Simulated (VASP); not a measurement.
Input of a VASP 6.6.1 run:

INCAR

```
ALGO = Normal ; EDIFF = 1E-6
ENCUT = 520 ; GGA = PE
ISIF = 2 ; ISMEAR = 0
LASPH = True ; LCHARG = True
LELF = True ; LREAL = False
LVHAR = True ; LWAVE = False
NBANDS = 36 ; NELM = 80
PREC = Accurate ; SIGMA = 0.2
```

KPOINTS

```
k-points
0
Gamma
  6 6 2
```

Contents of POSCAR:

```
Sr2I
1.0
    4.3349792993      0.0000000000      0.0000000000
   -2.1674896496      3.7542021981      0.0000000000
    0.0000000000      0.0000000000     16.8944746468
Sr I
4 2
Direct
    0.3333333333      0.6666666667      0.4006826871
    0.3333333333      0.6666666667      0.9006826871
    0.6666666667      0.3333333333      0.0993173129
    0.6666666667      0.3333333333      0.5993173129
    0.0000000000      0.0000000000      0.2500000000
    1.0000000000      0.0000000000      0.7500000000
```

Potentials or basis: VASP PAW PBE potentials, release 64 (Sr_sv, I).

Command:

```bash
$ cat potpaw_PBE.64/Sr_sv/POTCAR potpaw_PBE.64/I/POTCAR > POTCAR
$ mpirun -np 1 vasp_std > vasp.out
```

(1) Predict the band gap on the k mesh.

(2) Estimate the largest force.

(3) Predict the pressure.

Answers

(1) zero (bands 27 and 28 overlap by 0.78 eV).

(2) 0.013 eV/Å.

(3) 0.0 GPa.

Caveat: spin-orbit coupling is left out, which moves the levels of the heavy elements.
